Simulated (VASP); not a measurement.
A run of VASP 6.6.1:

Contents of POSCAR:

```
WC
1.0
    2.8984102021      0.0000000000      0.0000000000
   -1.4492051011      2.5100968656      0.0000000000
    0.0000000000      0.0000000000      2.8277797165
W C
1 1
Direct
    0.0000000000      0.0000000000      0.0000000000
    0.6666666667      0.3333333333      0.5000000000
```

The input INCAR.step1:

```
SYSTEM = WC
PREC = Accurate
ENCUT = 520
EDIFF = 1E-6
ISMEAR = 0
SIGMA = 0.1
LREAL = .FALSE.
LASPH = .TRUE.
NELM = 120
ALGO = Normal
ISIF = 2
LWAVE = .FALSE.
LCHARG = .TRUE.
LMAXMIX = 4
GGA = PS
NBANDS = 16
GGA_COMPAT = .FALSE.
NEDOS = 2001
LORBIT = 11
```

KPOINTS.step1

```
Automatic mesh
0
G
  18 18 14
  0 0 0
```

The input INCAR.step2:

```
SYSTEM = WC
PREC = Accurate
ENCUT = 520
EDIFF = 1E-6
ISMEAR = -5
SIGMA = 0.1
LREAL = .FALSE.
LASPH = .TRUE.
NELM = 120
ALGO = Normal
ISIF = 2
LWAVE = .FALSE.
LCHARG = .FALSE.
LMAXMIX = 4
GGA = PS
LORBIT = 10
NEDOS = 2001
ICHARG = 11
GGA_COMPAT = .FALSE.
```

KPOINTS.step2

```
Automatic mesh
0
G
  27 27 21
  0 0 0
```

Potentials or basis: VASP PAW PBE potentials, release 64 (W_sv, C).

The run is started by

```bash
$ cat potpaw_PBE.64/W_sv/POTCAR potpaw_PBE.64/C/POTCAR > POTCAR
$ cp INCAR.step1 INCAR
$ cp KPOINTS.step1 KPOINTS
$ mpirun -np 1 vasp_std > vasp.out
$ cp INCAR.step2 INCAR
$ cp KPOINTS.step2 KPOINTS
$ mpirun -np 1 vasp_std > vasp.out
```

Hardware: 1 thread of Intel Xeon 8259CL (shared host).

Estimate the wall time of this run.

It took 3.4 min on 1 thread of Intel Xeon 8259CL (shared host), peak memory 0.37 GiB. Counts: k points 825.
